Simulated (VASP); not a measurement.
# Fe (Im-3m) in VASP: further runs, part 2 of 2

VASP 6.6.1. The steps go on from the part before.

### 3 Single point, BLYP+D4, collinear spin, ferromagnetic start

This run uses another cell than the first one, of 12.02 Å³/atom.

Input file INCAR:

```
SYSTEM = Fe
PREC = Accurate
ENCUT = 690
EDIFF = 1E-6
ISMEAR = -1
SIGMA = 0.05
LREAL = .FALSE.
LASPH = .TRUE.
NELM = 200
ALGO = Normal
ISIF = 2
LWAVE = .FALSE.
LCHARG = .FALSE.
ISPIN = 2
MAGMOM = 3
LORBIT = 11
LMAXMIX = 4
GGA = B5
ALDAX = 1.0
AGGAX = 1.0
AGGAC = 1.0
ALDAC = 0.0
IVDW = 13
VDW_S6 = 1.0
VDW_S8 = 2.34076671
VDW_A1 = 0.44488865
VDW_A2 = 4.0933009
NBANDS = 18
GGA_COMPAT = .FALSE.
```

Input file KPOINTS:

```
regular mesh
0
G
  13 13 13
  0 0 0
```

Input file POSCAR:

```
Fe
1.0
   -1.4430000000      1.4430000000      1.4430000000
    1.4430000000     -1.4430000000      1.4430000000
    1.4430000000      1.4430000000     -1.4430000000
Fe
1
Direct
    0.0000000000      0.0000000000      0.0000000000
```

Potentials or basis: VASP PAW PBE potentials, release 64 (Fe_sv).

Started as:

```bash
$ cat potpaw_PBE.64/Fe_sv/POTCAR > POTCAR
$ mpirun -np 1 vasp_std > vasp.out
```

OUTCAR:

```text
SYSTEM = Fe
   PREC = Accurate
   ENCUT = 690
   EDIFF = 1E-6
   ISMEAR = -1
   LREAL = .FALSE.
   LASPH = .TRUE.
   NELM = 200
   ISIF = 2
   ISPIN = 2
   LORBIT = 11
   GGA = B5
   IVDW = 13

 ion  position               nearest neighbor table
   1  0.000  0.000  0.000-

  LATTYP: Found a body centered cubic cell.
 ALAT       =     2.8860000000

  Lattice vectors:

 A1 = (  -1.4430000000,   1.4430000000,   1.4430000000)
 A2 = (   1.4430000000,  -1.4430000000,   1.4430000000)
 A3 = (   1.4430000000,   1.4430000000,  -1.4430000000)

Analysis of symmetry for initial positions (statically):
=====================================================================
 Subroutine PRICEL returns:
 Original cell was already a primitive cell.

 Routine SETGRP: Setting up the symmetry group for a
 body centered cubic supercell.

 Subroutine GETGRP returns: Found 48 space group operations
 (whereof 48 operations were pure point group operations)
 out of a pool of 48 trial point group operations.

The static configuration has the point symmetry O_h .

Analysis of symmetry for dynamics (positions and initial velocities):
=====================================================================
 Subroutine PRICEL returns:
 Original cell was already a primitive cell.

 Routine SETGRP: Setting up the symmetry group for a
 body centered cubic supercell.

 Subroutine GETGRP returns: Found 48 space group operations
 (whereof 48 operations were pure point group operations)
 out of a pool of 48 trial point group operations.

The dynamic configuration has the point symmetry O_h .

Analysis of structural, dynamic, and magnetic symmetry:
=====================================================================
 Subroutine PRICEL returns:
 Original cell was already a primitive cell.

 Routine SETGRP: Setting up the symmetry group for a
 body centered cubic supercell.

 Subroutine GETGRP returns: Found 48 space group operations
 (whereof 48 operations were pure point group operations)
 out of a pool of 48 trial point group operations.

The overall configuration has the point symmetry O_h .

 Subroutine INISYM returns: Found 48 space group operations
 (whereof 48 operations are pure point group operations),
 and found     1 'primitive' translations

----------------------------------------------------------------------------------------

                                     Primitive cell

  volume of cell :      12.0187

  direct lattice vectors                    reciprocal lattice vectors
    -1.443000000  1.443000000  1.443000000     0.000000000  0.346500347  0.346500347
     1.443000000 -1.443000000  1.443000000     0.346500347  0.000000000  0.346500347
     1.443000000  1.443000000 -1.443000000     0.346500347  0.346500347  0.000000000

  length of vectors
     2.499349315  2.499349315  2.499349315     0.490025489  0.490025489  0.490025489

  position of ions in fractional coordinates (direct lattice)
     0.000000000  0.000000000  0.000000000

  ion indices of the primitive-cell ions
   primitive index   ion index
                 1           1

----------------------------------------------------------------------------------------

 KPOINTS: regular mesh

Automatic generation of k-mesh.
 Grid dimensions read from file:
[... 50 lines left out ...]
   dimension x,y,z NGX =    24 NGY =   24 NGZ =   24
   dimension x,y,z NGXF=    48 NGYF=   48 NGZF=   48
   ions per type =               1
   NGX,Y,Z   is equivalent  to a cutoff of  15.96, 15.96, 15.96 a.u.
   NGXF,Y,Z  is equivalent  to a cutoff of  31.93, 31.93, 31.93 a.u.
 SYSTEM =  Fe
   PREC   = accura    normal or accurate (medium, high low for compatibility)
   ISTART =      0    job   : 0-new  1-cont  2-samecut
   ICHARG =      2    charge: 1-file 2-atom 10-const
   ISPIN  =      2    spin polarized calculation?
   LNONCOLLINEAR =      F non collinear calculations
   LSORBIT =      F    spin-orbit coupling
   LASPH  =      T    aspherical Exc in radial PAW
   ENCUT  =  690.0 eV  50.71 Ry    7.12 a.u.   5.35  5.35  5.35*2*pi/ulx,y,z
   NELM   =    200;   NELMIN=  2; NELMDL= -5     # of ELM steps
   EDIFF  = 0.1E-05   stopping-criterion for ELM
   LREAL  =      F    real-space projection
   EDIFFG = 0.1E-04   stopping-criterion for IOM
   NSW    =      0    number of steps for IOM
   IBRION =     -1    ionic relax: 0-MD 1-quasi-New 2-CG
   NFREE  =      0    steps in history (QN), initial steepest desc. (CG)
   ISIF   =      2    stress and relaxation
   ISYM   =      2    0-nonsym 1-usesym 2-fastsym
   POTIM  = 0.5000    time-step for ionic-motion
   TEBEG  =    0.0;   TEEND  =   0.0 temperature during run
   PSTRESS=    0.0 pullay stress
   NELECT =      16.0000    total number of electrons
   NUPDOWN=      -1.0000    fix difference up-down
   EMIN   =  10.00;   EMAX   =-10.00  energy-range for DOS
   EFERMI =   0.00;   METHOD = LEGACY
   ISMEAR =    -1;   SIGMA  =   0.05  broadening in eV -4-tet -1-fermi 0-gaus
   EFERMI_NEDOS =   21; number of points for ismear=-14 and -15
   IALGO  =     38    algorithm
   IMIX   =      4    mixing-type and parameters
     AMIX     =   0.40;   BMIX     =  1.00
     AMIX_MAG =   1.60;   BMIX_MAG =  1.00
  volume/ion in A,a.u.               =      12.02        81.11
  Fermi-wavevector in a.u.,A,eV,Ry     =   1.800923  3.403251 44.128101  3.243324
  Thomas-Fermi vector in A             =   2.861551
   LORBIT       =     11    0 simple, 1 ext, 2 COOP (PROOUT), +10 PAW based schemes
   GGA     = B5    functional components
   LHFCALC =     F    Hartree Fock is set to
   AEXX    =    0.0000 exact exchange contribution
   IVDW    =    13    specifies the selected vdW correction
   LEPSILON=     F    determine dielectric tensor
   LRPA    =     F    only Hartree local field effects (RPA)
 spin polarized calculation
  energy-cutoff  :      690.00
  volume of cell :       12.02
 maximum number of plane-waves:       531
 NGX is ok and might be reduce to    24
   NGX = 11   NGY = 11   NGZ = 11

 number of electron      15.9999991 magnetization       2.1997365

 Free energy of the ion-electron system (eV)
  ---------------------------------------------------
  ext. energy  EPLUGINS =         0.00000000
  ---------------------------------------------------
  free energy    TOTEN  =        -7.27661378 eV

  energy without entropy =       -7.26637343  energy(sigma->0) =       -7.27149361

 E-fermi :  11.6621     XC(G=0): -12.8150

 val. band max:       11.6504699802   @ k =  -0.4615   0.4615   0.4615
 cond. band min:      11.6647359250   @ k =  -0.4615  -0.4615   0.3846
 fundamental gap:      0.0142659449
 Fermi energy:        11.6620922848

 spin component 1

 k-point     1 :       0.0000    0.0000    0.0000
  band No.  band energies     occupation
      1     -75.9208      1.00000
      2     -41.9777      1.00000
      3     -41.9777      1.00000
      4     -41.9777      1.00000
      5       3.6932      1.00000
      6       9.4936      1.00000
[... 493 lines left out ...]
     17      45.2245      0.00000
     18      48.4511      0.00000

 [... further k-points ...]

 spin component 2

 k-point     1 :       0.0000    0.0000    0.0000
  band No.  band energies     occupation
      1     -73.2770      1.00000
      2     -39.4003      1.00000
      3     -39.4003      1.00000
      4     -39.4003      1.00000
      5       3.8368      1.00000
      6      11.3311      0.99867
[... 493 lines left out ...]
     17      45.5159      0.00000
     18      48.9017      0.00000

 [... further k-points ...]

------------------------ aborting loop because EDIFF is reached ----------------------------------------

  DFT-D4 for vdW energy calculation

  Edisp (eV):   -0.64004

  FORCE on cell =-STRESS in cart. coord.  units (eV):
  Direction    XX          YY          ZZ          XY          YZ          ZX
  --------------------------------------------------------------------------------------
  -------------------------------------------------------------------------------------
  Total      -0.92165    -0.92165    -0.92165    -0.00000    -0.00000     0.00000
  in kB    -122.86190  -122.86190  -122.86190    -0.00000    -0.00000     0.00000
  external pressure =     -122.86 kB  Pullay stress =        0.00 kB

 VOLUME and BASIS-vectors are now :
 -----------------------------------------------------------------------------
  energy-cutoff  :      690.00
  volume of cell :       12.02
      direct lattice vectors                 reciprocal lattice vectors
    -1.443000000  1.443000000  1.443000000     0.000000000  0.346500347  0.346500347
     1.443000000 -1.443000000  1.443000000     0.346500347  0.000000000  0.346500347
     1.443000000  1.443000000 -1.443000000     0.346500347  0.346500347  0.000000000

 POSITION                                       TOTAL-FORCE (eV/Angst)
 -----------------------------------------------------------------------------------
      0.00000      0.00000      0.00000         0.000000     -0.000000      0.000000
 -----------------------------------------------------------------------------------
    total drift:                               -0.000000      0.000000      0.000000

  FREE ENERGIE OF THE ION-ELECTRON SYSTEM (eV)
  ---------------------------------------------------
  free  energy   TOTEN  =        -7.9166569531 eV

  energy  without entropy=       -7.9064165947  energy(sigma->0) =       -7.91153677

 total charge

# of ion       s       p       d       tot
------------------------------------------
    1        2.181   6.021   5.561  13.763

 magnetization (x)

# of ion       s       p       d       tot
------------------------------------------
    1       -0.002  -0.008   2.215   2.205
```

OSZICAR:

```text
N       E                     dE             d eps       ncg     rms          rms(c)
DAV:   1     0.225820154777E+03    0.22582E+03   -0.10239E+04  6164   0.152E+03
DAV:   2     0.153908272901E+01   -0.22428E+03   -0.20719E+03  6090   0.442E+02
DAV:   3    -0.797499071551E+01   -0.95141E+01   -0.93805E+01  7068   0.112E+02
DAV:   4    -0.811681004208E+01   -0.14182E+00   -0.14178E+00  6990   0.140E+01
DAV:   5    -0.812047527806E+01   -0.36652E-02   -0.36651E-02  7136   0.232E+00    0.118E+01
DAV:   6    -0.743777087837E+01    0.68270E+00   -0.26348E+00  6712   0.457E+01    0.111E+01
DAV:   7    -0.728573156315E+01    0.15204E+00   -0.50390E-01  6896   0.182E+01    0.448E+00
DAV:   8    -0.728055871778E+01    0.51728E-02   -0.75862E-03  6820   0.117E+00    0.120E+00
DAV:   9    -0.727652422172E+01    0.40345E-02   -0.33364E-03  8916   0.945E-01    0.284E-01
DAV:  10    -0.727657610346E+01   -0.51882E-04   -0.72822E-04  7196   0.597E-01    0.524E-02
DAV:  11    -0.727660723900E+01   -0.31136E-04   -0.29083E-05  6984   0.568E-02    0.343E-02
DAV:  12    -0.727661391561E+01   -0.66766E-05   -0.11117E-05  7020   0.428E-02    0.571E-03
DAV:  13    -0.727661378484E+01    0.13077E-06   -0.18262E-07  4304   0.480E-03
   1 F= -.79166570E+01 E0= -.79115368E+01  d E =-.102404E-01  mag=     2.1998
```

stdout:

```text
POSCAR found type information on POSCAR Fe
 POSCAR found :  1 types and       1 ions
 scaLAPACK will be used
 -----------------------------------------------------------------------------
|                                                                             |
|                                                                             |
|     You enforced a specific xc type in the INCAR file but a different       |
|     I HOPE YOU KNOW WHAT YOU ARE DOING!                                     |
|                                                                             |
 -----------------------------------------------------------------------------

 LDA part: xc-table for (Slater(with rela. corr.)+VWN5), standard interpolation
 POSCAR, INCAR and KPOINTS ok, starting setup
 FFT: planning ... GRIDC
 FFT: planning ... GRID_SOFT
 FFT: planning ... GRID
 WAVECAR not read
 entering main loop
```

Run time: 21 s. Hardware: 1 thread of Intel Xeon 6975P-C (Granite Rapids), shared host; peak memory 0.17 GiB.

What came out:

| Quantity | Value |
| --- | --- |
| Free energy | -7.9167 eV |
| Pressure | -12.3 GPa |
| Net moment | 2.20 μB per cell |
| Site moments | Fe +2.21 μB |
| Valence electrons inside the program's atomic spheres | Fe 13.76 |
| Dispersion energy per atom | -0.640 eV |

Levels at points of the mesh, in eV from the Fermi level:
Spin up:
```csv
k point,band 6,band 7,band 8,band 9,band 10,band 11,band 12,band 13
"(0.00, 0.00, 0.00)",-2.17,-2.17,-2.17,-1.05,-1.05,24.26,24.26,24.26
```
Spin down:
| k point | band 5 | band 6 | band 7 | band 8 | band 9 | band 10 |
| --- | --- | --- | --- | --- | --- | --- |
| (0.00, 0.00, 0.00) | -7.83 | -0.33 | -0.33 | -0.33 | 1.65 | 1.65 |

Caveat: the cell stands under tension; the PAW data sets were made with another functional, which shifts forces and pressure a little.

### 4 Single point, PBE, collinear spin, ferromagnetic start

This run uses another cell than the first one, of 12.02 Å³/atom.

Input file INCAR:

```
  ALGO = Normal
  EDIFF = 1E-6
  ENCUT = 690
  GGA = PE
  GGA_COMPAT = False
  ISIF = 2
  ISMEAR = 0
  ISPIN = 2
  LASPH = True
  LCHARG = True
  LELF = True
  LMAXMIX = 4
  LORBIT = 11
  LREAL = False
  LVHAR = True
  LWAVE = False
  MAGMOM = 3
  NBANDS = 18
  NELM = 200
  PREC = Accurate
  SIGMA = 0.020999999999999998
```

Input file KPOINTS:

```
k-points
0
Gamma
  13 13 13
```

POSCAR is that of step 3.

Potentials or basis: VASP PAW PBE potentials, release 64 (Fe_sv).

Started as:

```bash
$ cat potpaw_PBE.64/Fe_sv/POTCAR > POTCAR
$ mpirun -np 1 vasp_std > vasp.out
```

OUTCAR:

```text
EDIFF = 1E-6
   ENCUT = 690
   GGA = PE
   ISIF = 2
   ISMEAR = 0
   ISPIN = 2
   LASPH = True
   LORBIT = 11
   LREAL = False
   NELM = 200
   PREC = Accurate

 ion  position               nearest neighbor table
   1  0.000  0.000  0.000-

  LATTYP: Found a body centered cubic cell.
 ALAT       =     2.8860000000

  Lattice vectors:

 A1 = (  -1.4430000000,   1.4430000000,   1.4430000000)
 A2 = (   1.4430000000,  -1.4430000000,   1.4430000000)
[... 1217 lines left out ...]
  -------------------------------------------------------------------------------------
  Total       -0.8211059     -0.8211059     -0.8211059      0.0000000     -0.0000000      0.0000000
  in kB     -109.4588264   -109.4588264   -109.4588264      0.0000000     -0.0000000      0.0000000
  external PRESSURE =    -109.4588264 kB  Pullay stress =       0.0000000 kB

 VOLUME and BASIS-vectors are now :
 -----------------------------------------------------------------------------
  energy-cutoff  :      690.00
  volume of cell :       12.02
      direct lattice vectors                 reciprocal lattice vectors
    -1.443000000  1.443000000  1.443000000     0.000000000  0.346500347  0.346500347
     1.443000000 -1.443000000  1.443000000     0.346500347  0.000000000  0.346500347
     1.443000000  1.443000000 -1.443000000     0.346500347  0.346500347  0.000000000

 POSITION                                       TOTAL-FORCE (eV/Angst)
 -----------------------------------------------------------------------------------
      0.00000      0.00000      0.00000        -0.000000      0.000000     -0.000000
 -----------------------------------------------------------------------------------
    total drift:                               -0.000000      0.000000      0.000000

  FREE ENERGIE OF THE ION-ELECTRON SYSTEM (eV)
  ---------------------------------------------------
  free  energy   TOTEN  =        -8.3306175990 eV

  energy  without entropy=       -8.3303527201  energy(sigma->0) =       -8.33048516

 total charge

# of ion       s       p       d       tot
------------------------------------------
    1        2.178   6.028   5.509  13.715

 magnetization (x)

# of ion       s       p       d       tot
------------------------------------------
    1       -0.001  -0.008   2.280   2.271
```

stdout:

```text
POSCAR found type information on POSCAR Fe
 POSCAR found :  1 types and       1 ions
 scaLAPACK will be used
 LDA part: xc-table for (Slater+PW92), standard interpolation
 POSCAR, INCAR and KPOINTS ok, starting setup
 FFT: planning ... GRIDC
 FFT: planning ... GRID_SOFT
 FFT: planning ... GRID
 WAVECAR not read
 entering main loop
```

Wall time 30 s (1 thread of AMD EPYC 9R45 (Zen 5), shared host); peak memory 0.14 GiB.

Results:

- Free energy: -8.3306 eV
- Pressure: -10.9 GPa
- Net moment: 2.25 μB per cell
- Site moments: Fe +2.27 μB
- Valence electrons inside the program's atomic spheres: Fe 13.71

Caveat: the cell stands under tension.

### 5 Summary

| level | cell | smearing | gap on the mesh (eV) | pressure (GPa) | moment (μB) |
| --- | --- | --- | --- | --- | --- |
| PBEsol+D4 | a = 2.516 Å, angles 109.5°, 1 atom | fermi-dirac 0.05 eV | none | -23.2 | 2.33 |
| BLYP+D4 | a = 2.499 Å, angles 109.5°, 1 atom | fermi-dirac 0.05 eV | none | -12.3 | 2.20 |
| PBE | a = 2.499 Å, angles 109.5°, 1 atom | gaussian 0.021 eV | none | -10.9 | 2.25 |

Alike in all rows: task single point; potentials or basis VASP PAW PBE potentials, release 64 (Fe_sv); spin collinear, ferromagnetic start; k mesh 13 × 13 × 13; cutoff (eV) 690.

Caveats: the cell stands under tension; the PAW data sets were made with another functional, which shifts forces and pressure a little (at least some runs).

Absolute energies hang on the potentials; compare differences alone.
